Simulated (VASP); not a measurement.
A run of VASP 6.6.1 is set up as follows.

INCAR

```
SYSTEM = Be2ZnSe3
  PREC = Accurate
  ENCUT = 600
  EDIFF = 1E-6
  ISMEAR = 0
  SIGMA = 0.02
  LREAL = .False.
  LASPH = .True.
  NELM = 100
  ALGO = Normal
  ISIF = 4
  LWAVE = .False.
  LCHARG = .False.
  GGA = PE
  IBRION = 2
  NSW = 50
  EDIFFG = -0.01
```

Contents of KPOINTS:

```
Automatic mesh
0
Gamma
  12 12 4
  0 0 0
```

POSCAR

```
Be2ZnSe3
1.0
    3.6683458910      0.0000000279      0.0000000000
   -1.8341729696      3.1768807175      0.0000000000
    0.0000000000      0.0000000000      9.0729572613
Be Zn Se
2 1 3
Direct
    0.0000000000      0.0000000000      0.0093615411
    0.6666666667      0.3333333333      0.3244225711
    0.3333333333      0.6666666667      0.6614321227
    0.0000000000      0.0000000000      0.7712247404
    0.3333333333      0.6666666667      0.3990817746
    0.6666666667      0.3333333333      0.0844772501
```

Potentials or basis: VASP PAW PBE potentials, release 64 (Be, Zn, Se).

Run with:

```console
$ cat potpaw_PBE.64/Be/POTCAR potpaw_PBE.64/Zn/POTCAR potpaw_PBE.64/Se/POTCAR > POTCAR
$ mpirun -np 1 vasp_std > vasp.out
```

Q: Predict the band gap on the k mesh.

A: 2.01 eV (least direct gap 2.91 eV).

Final structure:
```yaml
crystal:
  lattice:
    - [3.66580, 0.00000, 0.00000]
    - [-1.83290, 3.17467, 0.00000]
    - [0.00000, 0.00000, 9.08558]
  atoms:
    - { symbol: Be, position: [0.00000, 0.00000, 0.00999] }
    - { symbol: Be, position: [0.66667, 0.33333, 0.32448] }
    - { symbol: Zn, position: [0.33333, 0.66667, 0.66044] }
    - { symbol: Se, position: [0.00000, 0.00000, 0.77204] }
    - { symbol: Se, position: [0.33333, 0.66667, 0.39847] }
    - { symbol: Se, position: [0.66667, 0.33333, 0.08457] }
```

A k mesh can miss the band edges.
